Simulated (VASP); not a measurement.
# TaF (C2/m) in VASP: relaxation of shape and atoms at fixed volume with PBE

Aim: the relaxation of shape and atoms at fixed volume of TaF with PBE.

All numbers are computed with VASP 6.6.1; they aren't measurements. Logs are shortened: lines on timing, memory, paths and dates and some standing lists are left out, and cuts for length are marked.

## (1) The cell of the first run

Symmetry: C2/m, No. 12, monoclinic system. Conventional cell: a = 4.837 Å, b = 3.026 Å, c = 8.315 Å, α = 90.00°, β = 100.66°, γ = 90.00°. Within 2.9 Å of Ta (site symmetry m) lie 3 F at 2.19 to 2.22 Å and 6 Ta at 2.81 to 2.85 Å. Within 2.9 Å of F (site symmetry m) lie 3 Ta at 2.19 to 2.22 Å and 4 F at 2.85 Å.

## (2) Relaxation of shape and atoms at fixed volume, PBE (14.95 Å³/atom)

INCAR reads:

```
SYSTEM = TaF
ALGO = Normal
EDIFF = 1E-7
EDIFFG = -0.01
ENCUT = 600
GGA = PE
GGA_COMPAT = .FALSE.
IBRION = 2
ISIF = 4
ISMEAR = 0
LASPH = .TRUE.
LCHARG = .FALSE.
LREAL = .FALSE.
LWAVE = .FALSE.
NELM = 120
NELMIN = 4
NSW = 50
PREC = Accurate
SIGMA = 0.1
```

KPOINTS reads:

```
k-points
0
G
  14 14 6
  0 0 0
```

POSCAR reads:

```
TaF
1.0
    2.4185970639     -1.5132465856      0.0128589052
    2.4185970639      1.5132465856      0.0128589052
   -1.5819967959      0.0000000000      8.1632610524
Ta F
2 2
Direct
    0.8233980448      0.8233980448      0.1442400546
    0.1766019552      0.1766019552      0.8557599454
    0.2205416509      0.2205416509      0.3194522386
    0.7794583491      0.7794583491      0.6805477614
```

Potentials or basis: VASP PAW PBE potentials, release 64 (Ta_pv, F).

The run is started by

```console
$ cat potpaw_PBE.64/Ta_pv/POTCAR potpaw_PBE.64/F/POTCAR > POTCAR
$ mpirun -np 1 vasp_std > vasp.out
```

OUTCAR:

```text
SYSTEM = TaF
   EDIFF = 1E-7
   EDIFFG = -0.01
   ENCUT = 600
   GGA = PE
   IBRION = 2
   ISIF = 4
   ISMEAR = 0
   LASPH = .TRUE.
   LREAL = .FALSE.
   NELM = 120
   NELMIN = 4
   NSW = 50
   PREC = Accurate

 ion  position               nearest neighbor table
   1  0.823  0.823  0.144-   3 2.19   3 2.22   3 2.22   2 2.81   2 2.81   2 3.19   2 3.57
   2  0.177  0.177  0.856-   4 2.19   4 2.22   4 2.22   1 2.81   1 2.81   1 3.19   1 3.57
   3  0.221  0.221  0.319-   1 2.19   1 2.22   1 2.22
   4  0.779  0.779  0.681-   2 2.19   2 2.22   2 2.22

  LATTYP: Found a base centered monoclinic cell.
 ALAT       =     4.8372624940
 B/A-ratio  =     0.6256623813
 C/A-ratio  =     1.7189762822
 COS(beta)  =    -0.1850328078

  Lattice vectors:

 A1 = (   2.4185970639,  -1.5132465856,   0.0128589052)
 A2 = (   2.4185970639,   1.5132465856,   0.0128589052)
 A3 = (  -1.5819967959,   0.0000000000,   8.1632610524)

Analysis of symmetry for initial positions (statically):
=====================================================================
 Subroutine PRICEL returns:
 Original cell was already a primitive cell.

 Routine SETGRP: Setting up the symmetry group for a
 base centered monoclinic supercell.

 Subroutine GETGRP returns: Found  4 space group operations
 (whereof  4 operations were pure point group operations)
 out of a pool of  4 trial point group operations.

The static configuration has the point symmetry C_2h.

Analysis of symmetry for dynamics (positions and initial velocities):
=====================================================================
 Subroutine PRICEL returns:
 Original cell was already a primitive cell.

 Routine SETGRP: Setting up the symmetry group for a
 base centered monoclinic supercell.

 Subroutine GETGRP returns: Found  4 space group operations
 (whereof  4 operations were pure point group operations)
 out of a pool of  4 trial point group operations.

The dynamic configuration has the point symmetry C_2h.

 Subroutine INISYM returns: Found  4 space group operations
 (whereof  4 operations are pure point group operations),
 and found     1 'primitive' translations

----------------------------------------------------------------------------------------

                                     Primitive cell

  volume of cell :      59.8156

  direct lattice vectors                    reciprocal lattice vectors
     2.418597064 -1.513246586  0.012858905     0.206518632 -0.330415416  0.040022218
     2.418597064  1.513246586  0.012858905     0.206518632  0.330415416  0.040022218
    -1.581996796  0.000000000  8.163261052    -0.000650623  0.000000000  0.122373976

  length of vectors
     2.853014605  2.853014605  8.315139498     0.391696401  0.391696401  0.122375706

  position of ions in fractional coordinates (direct lattice)
     0.823398045  0.823398045  0.144240055
     0.176601955  0.176601955  0.855759945
     0.220541651  0.220541651  0.319452239
     0.779458349  0.779458349  0.680547761

  ion indices of the primitive-cell ions
   primitive index   ion index
                 1           1
                 2           2
                 3           3
                 4           4

----------------------------------------------------------------------------------------

 KPOINTS: k-points

Automatic generation of k-mesh.
 Grid dimensions read from file:
 generate k-points for:   14   14    6

 Generating k-lattice:

  Cartesian coordinates                     Fractional coordinates (reciprocal lattice)
     0.014751331 -0.023601101  0.002858730     0.071428571  0.000000000 -0.000000000
     0.014751331  0.023601101  0.002858730     0.000000000  0.071428571 -0.000000000
    -0.000108437  0.000000000  0.020395663     0.000000000  0.000000000  0.166666667

  Length of vectors
     0.027978314  0.027978314  0.020395951

  Shift w.r.t. Gamma in fractional coordinates (k-lattice)
     0.000000000  0.000000000  0.000000000

 Subroutine IBZKPT returns following result:
 ===========================================

 Found    324 irreducible k-points:

 Following reciprocal coordinates:
            Coordinates               Weight
  0.000000  0.000000  0.000000      1.000000
  0.071429  0.000000  0.000000      4.000000
  0.142857  0.000000  0.000000      4.000000
  0.214286  0.000000  0.000000      4.000000
  0.285714  0.000000 -0.000000      4.000000
  0.357143  0.000000  0.000000      4.000000
[... 16 lines left out ...]
  0.214286  0.142857  0.000000      4.000000
  0.285714  0.142857  0.000000      4.000000
 [... further k-points ...]
   k-points           NKPTS =    324   k-points in BZ     NKDIM =    324   number of bands    NBANDS=     22
   number of dos      NEDOS =    301   number of ions     NIONS =      4
   total plane-waves  NPLWV =  40320
   dimension x,y,z NGX =    24 NGY =   24 NGZ =   70
   dimension x,y,z NGXF=    48 NGYF=   48 NGZF=  140
   ions per type =               2   2
   NGX,Y,Z   is equivalent  to a cutoff of  13.98, 13.98, 14.00 a.u.
   NGXF,Y,Z  is equivalent  to a cutoff of  27.97, 27.97, 27.99 a.u.
 SYSTEM =  TaF
   PREC   = accura    normal or accurate (medium, high low for compatibility)
   ISTART =      0    job   : 0-new  1-cont  2-samecut
   ICHARG =      2    charge: 1-file 2-atom 10-const
   ISPIN  =      1    spin polarized calculation?
   LNONCOLLINEAR =      F non collinear calculations
   LSORBIT =      F    spin-orbit coupling
   LASPH  =      T    aspherical Exc in radial PAW
   ENCUT  =  600.0 eV  44.10 Ry    6.64 a.u.   5.70  5.70 16.61*2*pi/ulx,y,z
   NELM   =    120;   NELMIN=  4; NELMDL= -5     # of ELM steps
   EDIFF  = 0.1E-06   stopping-criterion for ELM
   LREAL  =      F    real-space projection
   EDIFFG = -.1E-01   stopping-criterion for IOM
   NSW    =     50    number of steps for IOM
   IBRION =      2    ionic relax: 0-MD 1-quasi-New 2-CG
   NFREE  =      1    steps in history (QN), initial steepest desc. (CG)
   ISIF   =      4    stress and relaxation
   ISYM   =      2    0-nonsym 1-usesym 2-fastsym
   POTIM  = 0.5000    time-step for ionic-motion
   TEBEG  =    0.0;   TEEND  =   0.0 temperature during run
   PSTRESS=    0.0 pullay stress
   NELECT =      36.0000    total number of electrons
   NUPDOWN=      -1.0000    fix difference up-down
   EMIN   =  10.00;   EMAX   =-10.00  energy-range for DOS
   EFERMI =   0.00;   METHOD = LEGACY
   ISMEAR =     0;   SIGMA  =   0.10  broadening in eV -4-tet -1-fermi 0-gaus
   EFERMI_NEDOS =   21; number of points for ismear=-14 and -15
   IALGO  =     38    algorithm
   IMIX   =      4    mixing-type and parameters
     AMIX     =   0.40;   BMIX     =  1.00
     AMIX_MAG =   1.60;   BMIX_MAG =  1.00
  volume/ion in A,a.u.               =      14.95       100.91
  Fermi-wavevector in a.u.,A,eV,Ry     =   1.382200  2.611980 25.993623  1.910477
  Thomas-Fermi vector in A             =   2.506914
   LORBIT       =      0    0 simple, 1 ext, 2 COOP (PROOUT), +10 PAW based schemes
   GGA     = PE    functional components
   LHFCALC =     F    Hartree Fock is set to
   AEXX    =    0.0000 exact exchange contribution
   IVDW    =     0    specifies the selected vdW correction
   LEPSILON=     F    determine dielectric tensor
   LRPA    =     F    only Hartree local field effects (RPA)
 conjugate gradient relaxation of ions
 non-spin polarized calculation
 Gauss-broadening in eV      SIGMA  =   0.10
  energy-cutoff  :      600.00
  volume of cell :       59.82
 maximum number of plane-waves:      2012
   NGX = 11   NGY = 11   NGZ = 33

--------------------------------------- Ionic step        1  -------------------------------------------

 number of electron      35.9999996 magnetization

 Free energy of the ion-electron system (eV)
  ---------------------------------------------------
  ext. energy  EPLUGINS =         0.00000000
  ---------------------------------------------------
  free energy    TOTEN  =       -34.01551763 eV

  energy without entropy =      -34.00954328  energy(sigma->0) =      -34.01253045

------------------------ aborting loop because EDIFF is reached ----------------------------------------

  FORCE on cell =-STRESS in cart. coord.  units (eV):
  Direction    XX          YY          ZZ          XY          YZ          ZX
  --------------------------------------------------------------------------------------
  -------------------------------------------------------------------------------------
  Total        2.2133044      2.3113500      2.1036532      0.0000000      0.0000000      0.0915631
  in kB       59.2840121     61.9101921     56.3469704      0.0000000      0.0000000      2.4525448
  external PRESSURE =      59.1803915 kB  Pullay stress =       0.0000000 kB
[... 95 lines left out ...]
  FREE ENERGIE OF THE ION-ELECTRON SYSTEM (eV)
  ---------------------------------------------------
  free  energy   TOTEN  =       -34.0276261798 eV

  energy  without entropy=      -34.0208288900  energy(sigma->0) =      -34.02422753

[... ionic steps 4 to 10 ...]

--------------------------------------- Ionic step       11  -------------------------------------------

 number of electron      35.9999996 magnetization

------------------------ aborting loop because EDIFF is reached ----------------------------------------

  FORCE on cell =-STRESS in cart. coord.  units (eV):
  Direction    XX          YY          ZZ          XY          YZ          ZX
  --------------------------------------------------------------------------------------
  -------------------------------------------------------------------------------------
  Total        0.2211141      0.2534580      0.2306654      0.0000000      0.0000000      0.0005115
  in kB        5.9226066      6.7889475      6.1784413      0.0000000      0.0000000      0.0137019
  external PRESSURE =       6.2966651 kB  Pullay stress =       0.0000000 kB
[... 61 lines left out ...]
  energy  without entropy=      -34.0429293686  energy(sigma->0) =      -34.04598729

--------------------------------------- Ionic step       13  -------------------------------------------

 number of electron      35.9999996 magnetization

 Free energy of the ion-electron system (eV)
  ---------------------------------------------------
  ext. energy  EPLUGINS =         0.00000000
  ---------------------------------------------------
  free energy    TOTEN  =       -34.04905474 eV

  energy without entropy =      -34.04286853  energy(sigma->0) =      -34.04596163

 E-fermi :   4.7763     XC(G=0): -10.9357

 val. band max:        4.7746790067   @ k =   0.3571   0.2857   0.0000
 cond. band min:       4.7781936858   @ k =  -0.2857  -0.3571   0.3333
 fundamental gap:      0.0035146791
 Fermi energy:         4.7762621722

 k-point     1 :       0.0000    0.0000    0.0000
  band No.  band energies     occupation
      1     -30.9246      2.00000
      2     -30.3362      2.00000
      3     -30.0662      2.00000
      4     -29.9078      2.00000
      5     -29.7706      2.00000
      6     -29.7585      2.00000
[... 574 lines left out ...]
      6     -29.9859      2.00000
[... 14 lines left out ...]
     21       6.6786      0.00000
     22       7.0131      0.00000

 [... further k-points ...]
[... 5 lines left out ...]
  --------------------------------------------------------------------------------------
  -------------------------------------------------------------------------------------
  Total        0.2207297      0.2607512      0.2232700      0.0000000      0.0000000      0.0154539
  in kB        5.9123099      6.9842980      5.9803532      0.0000000      0.0000000      0.4139377
  external PRESSURE =       6.2923204 kB  Pullay stress =       0.0000000 kB
[... 19 lines left out ...]
  FREE ENERGIE OF THE ION-ELECTRON SYSTEM (eV)
  ---------------------------------------------------
  free  energy   TOTEN  =       -34.0490547352 eV

  energy  without entropy=      -34.0428685336  energy(sigma->0) =      -34.04596163

 reached required accuracy - stopping structural energy minimisation
```

Run time: 56 min. Hardware: 1 thread of Intel Xeon Platinum 8259CL at 2.50GHz (Skylake/Cascade Lake), shared host; peak memory 0.57 GiB.

Results:

* Free energy: -34.0491 eV
* Energy gained by relaxing: 8.4 meV/atom
* Ionic steps: 13
* Pressure after relaxing: 0.6 GPa
* Largest force after relaxing: 0.005 eV/Å
* Band gap on the k mesh: zero (bands 18 and 19 overlap by 1.07 eV)

Forces on the atoms (eV/Å):
```
Ta   0.004  0.000  0.002
Ta  -0.004  0.000 -0.002
F    0.001  0.000 -0.001
F   -0.001  0.000  0.001
```

The path:
| step | energy change (eV) | largest force (eV/Å) | pressure (GPa) | volume (Å³) |
| --- | --- | --- | --- | --- |
| 1 | 0.0000 | 0.4047 | 5.92 | 59.82 |
| 2 | -0.0108 | 0.2847 | 4.65 | 59.82 |
| 3 | -0.0121 | 0.4279 | 4.04 | 59.82 |
| 4 | -0.0189 | 0.3294 | 3.40 | 59.82 |
| 5 | -0.0299 | 0.0623 | 1.56 | 59.82 |
| 6 | -0.0306 | 0.0608 | 0.99 | 59.82 |
| 7 | -0.0322 | 0.0452 | 0.89 | 59.82 |
| 8 | -0.0333 | 0.0238 | 0.71 | 59.82 |
| 9 | -0.0333 | 0.0241 | 0.72 | 59.82 |
| 10 | -0.0334 | 0.0251 | 0.68 | 59.82 |
| 11 | -0.0335 | 0.0362 | 0.63 | 59.82 |
| 12 | -0.0335 | 0.0128 | 0.63 | 59.82 |
| 13 | -0.0335 | 0.0049 | 0.63 | 59.82 |

Final structure:
```
CELL_PARAMETERS angstrom
2.44417 -1.52835 0.01243
2.44417 1.52835 0.01243
-1.59915 0.00000 7.99811
ATOMIC_POSITIONS crystal
Ta 0.82445 0.82445 0.14853
Ta 0.17555 0.17555 0.85147
F 0.22376 0.22376 0.32943
F 0.77624 0.77624 0.67057
```

Caveat: spin-orbit coupling is left out, which moves the levels of the heavy elements.
